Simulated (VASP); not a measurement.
Here is a VASP 6.6.1 calculation.

The input INCAR:

```
SYSTEM = PbS
PREC = Accurate
ENCUT = 600
EDIFF = 1E-8
ISMEAR = 0
SIGMA = 0.01
LREAL = .False.
LASPH = .True.
NELM = 80
ALGO = Normal
ISIF = 3
LWAVE = .False.
LCHARG = .False.
GGA = PE
IBRION = 6
NFREE = 2
POTIM = 0.015
NSW = 1
```

Contents of KPOINTS:

```
regular mesh
0
Gamma
  10 10 10
  0 0 0
```

POSCAR

```
PbS
1.0
    0.0000000000      3.0045094525      3.0045094525
    3.0045094525      0.0000000000      3.0045094525
    3.0045094525      3.0045094525      0.0000000000
Pb S
1 1
Direct
    0.0000000000      0.0000000000      0.0000000000
    0.5000000000      0.5000000000      0.5000000000
```

Potentials or basis: VASP PAW PBE potentials, release 64 (Pb_d, S).

Launch:

```console
$ cat potpaw_PBE.64/Pb_d/POTCAR potpaw_PBE.64/S/POTCAR > POTCAR
$ mpirun -np 1 vasp_std > vasp.out
```

Problem. What does it give for the elastic constants C11, C12, C44?

Solution. 126, 17, 20 GPa.

Problem. What does it give for the Voigt bulk modulus?

Solution. 53 GPa.

Problem. What does it give for the highest phonon frequency at Γ, LO-TO splitting left out?

Solution. 41 cm⁻¹.

Phonon frequencies in cm⁻¹ (negative: imaginary):
```
              q point     frequencies
(0.000, 0.000, 0.000)  0 0 0 41 41 41
```
